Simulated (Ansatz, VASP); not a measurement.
**One calculation of ZnIn2Cl4, two programs**

```
Zn In Cl
1.0
    -3.34778    3.34778    4.31972
     3.34778   -3.34778    4.31972
     3.34778    3.34778   -4.31972
Zn In Cl
1 2 4
Direct
  0.00000 0.00000 0.00000
  0.75000 0.25000 0.50000
  0.25000 0.75000 0.50000
  0.21400 0.21400 0.42800
  0.21400 0.78600 0.00000
  0.78600 0.78600 0.57200
  0.78600 0.21400 0.00000
```

Change from the starting cell: species swapped into the Na2H4Pt type (I4/mmm, No. 139).

Alike in both runs: task single point; functional PBE; k mesh 4 × 4 × 4; occupations gaussian, width 0.1 eV; no spin polarisation.

|  | VASP | Ansatz |
| --- | --- | --- |
| version | VASP 6.6.1 | Ansatz 0.2.0 |
| potentials or method | VASP PAW PBE potentials, release 64 (Zn, In_d, Cl), cutoff 520 eV | scalar-relativistic, plane waves, PAW |
| valence electrons in the cell | 66 | 66 |

```tsv
	VASP	Ansatz	Ansatz less VASP
gap on the k mesh at the Fermi level (eV)	2.51	2.52	+0.004
least direct gap on the mesh (eV)	2.77	2.77	+0.004
pressure (GPa)	14.0	14.0	-0.08
traceless stress, the component that is largest in VASP (GPa)	-13.24	-13.12	+0.114
rms of the force components (eV/Å)	2.405	2.383	-0.0228
```

Atom by atom the forces differ by 0.023 eV/Å (rms over components). With one functional, cell and mesh, what is left measures potentials, basis and numerics.
